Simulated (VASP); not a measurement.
A run of VASP 6.6.1 is set up as follows.

INCAR

```
PREC = Accurate
ENCUT = 520
EDIFF = 1E-6
ISMEAR = -1
SIGMA = 0.05
LREAL = Auto
LASPH = T
NELM = 100
ALGO = Normal
ISIF = 2
LWAVE = F
LCHARG = T
GGA = PS
LELF = T
LVHAR = T
NBANDS = 246
ISYM = 0
```

File KPOINTS:

```
Automatic mesh
0
Gamma
  1 1 1
  0.25 0.25 0.25
```

The input POSCAR:

```
Al5Si11C11N5
1.0
    9.2947157780      0.0000000000      0.0000000000
    0.0000000000     10.7350468374      0.0000000000
    0.0000000000      0.0000000000     10.0612094239
Al Si C N
15 33 33 15
Direct
    0.1695170000      0.0809510000      0.2490990000
    0.1671190000      0.0820620000      0.7472800000
    0.4950290000      0.0837710000      0.7467210000
    0.3370030000      0.3326900000      0.2516870000
    0.9961920000      0.8340470000      0.7500540000
    0.5042330000      0.5887310000      0.7461150000
    0.6704900000      0.8374030000      0.7509100000
    0.3339480000      0.1695480000      0.5045540000
    0.9948950000      0.6674290000      0.5031360000
    0.9965400000      0.6674480000      0.9955140000
    0.1651400000      0.9143290000      0.9985900000
    0.8333930000      0.4149730000      0.9961490000
    0.4995250000      0.9156130000      0.5070760000
    0.4961440000      0.9161780000      0.9923300000
    0.8326130000      0.9190820000      0.4997290000
    0.9956220000      0.3339400000      0.2494400000
    0.9995420000      0.3293980000      0.7483390000
    0.4986280000      0.0861280000      0.2530480000
    0.3369330000      0.3329330000      0.7449610000
    0.1638920000      0.5837120000      0.2474270000
    0.1651280000      0.5840900000      0.7494710000
    0.0076300000      0.8298300000      0.2549750000
    0.8350870000      0.0893080000      0.2497690000
    0.8337680000      0.0857220000      0.7472330000
    0.6690680000      0.3333070000      0.2508030000
    0.6651060000      0.3285060000      0.7438590000
    0.5060310000      0.5829830000      0.2493510000
    0.3306740000      0.8318970000      0.2526560000
    0.3301770000      0.8303280000      0.7444960000
    0.8325060000      0.5802250000      0.2543760000
    0.8312960000      0.5821270000      0.7476470000
    0.6655840000      0.8339010000      0.2517050000
    0.0051660000      0.1666730000      0.4996680000
    0.0050570000      0.1656530000      0.9999230000
    0.3340310000      0.1648170000      0.0019240000
    0.1708570000      0.4169530000      0.4993800000
    0.1673090000      0.4174490000      0.9990480000
    0.6631970000      0.1674770000      0.4995890000
    0.6639250000      0.1653700000      0.0001670000
    0.4991400000      0.4161940000      0.5040720000
    0.5020970000      0.4195890000      0.0006970000
    0.3322920000      0.6657050000      0.4978950000
    0.3349390000      0.6646990000      0.0000660000
    0.1610400000      0.9179950000      0.5038590000
    0.8315370000      0.4165940000      0.5027720000
    0.6739110000      0.6696100000      0.5018030000
    0.6704180000      0.6699280000      0.0003870000
    0.8334560000      0.9165180000      0.9995860000
    0.9933070000      0.1724040000      0.1866090000
    0.9913910000      0.1710640000      0.6831540000
    0.3440720000      0.1655800000      0.1816580000
    0.3309960000      0.1788050000      0.6983610000
    0.9973080000      0.6623220000      0.1968350000
    0.9990500000      0.6538010000      0.6983260000
    0.6669560000      0.1645900000      0.1863000000
    0.6730050000      0.1672040000      0.6855210000
    0.5106320000      0.4221490000      0.1826260000
    0.5017950000      0.4149350000      0.6912920000
    0.3377190000      0.6635030000      0.1904470000
    0.3250520000      0.6631650000      0.6798190000
    0.1712280000      0.9049470000      0.1931360000
    0.1717370000      0.9090570000      0.6850470000
    0.8329510000      0.4167140000      0.1914500000
    0.8331580000      0.4147140000      0.6946200000
    0.6688730000      0.6688070000      0.1874520000
    0.6772320000      0.6661650000      0.6833660000
    0.4911570000      0.9105350000      0.7000910000
    0.1613200000      0.0797940000      0.4438800000
    0.1722240000      0.0901800000      0.9444880000
    0.0038610000      0.3377570000      0.4390340000
    0.0121870000      0.3318370000      0.9337820000
    0.5085380000      0.0841670000      0.4330920000
    0.3339440000      0.3482690000      0.4434580000
    0.1807090000      0.5759360000      0.9362430000
    0.0050910000      0.8363460000      0.4360590000
    0.9894100000      0.8380880000      0.9439730000
    0.8296750000      0.0868380000      0.9381060000
    0.6649770000      0.3346400000      0.4392360000
    0.8235680000      0.5758960000      0.4373500000
    0.6647090000      0.8261280000      0.4311470000
    0.6714780000      0.8310710000      0.9504340000
    0.1601170000      0.4211650000      0.1835220000
    0.1670640000      0.4189880000      0.6873550000
    0.4974280000      0.9147260000      0.1945990000
    0.8307370000      0.9223480000      0.1936180000
    0.8329080000      0.9310900000      0.6874300000
    0.5006730000      0.0929880000      0.9461240000
    0.3387160000      0.3408990000      0.9413780000
    0.1767250000      0.5785930000      0.4327610000
    0.8327790000      0.0958730000      0.4317080000
    0.6524440000      0.3292290000      0.9335590000
    0.4978790000      0.5850020000      0.4365320000
    0.5031450000      0.5830090000      0.9456240000
    0.3289290000      0.8214300000      0.4328630000
    0.3347620000      0.8173410000      0.9334050000
    0.8165950000      0.5812830000      0.9327590000
```

Potentials or basis: VASP PAW PBE potentials, release 64 (Al, Si, C, N).

Launch:

```console
$ cat potpaw_PBE.64/Al/POTCAR potpaw_PBE.64/Si/POTCAR potpaw_PBE.64/C/POTCAR potpaw_PBE.64/N/POTCAR > POTCAR
$ mpirun -np 1 vasp_std > vasp.out
```

(1) Predict the largest force.

(2) Estimate the pressure.

(3) What does it give for the band gap on the k mesh?

Results:

(1) 0.048 eV/Å.

(2) 0.3 GPa.

(3) 2.24 eV (least direct gap 2.25 eV).

Caveat: the PAW data sets were made with another functional, which shifts forces and pressure a little; a shifted mesh leaves out Γ, where band edges can lie.
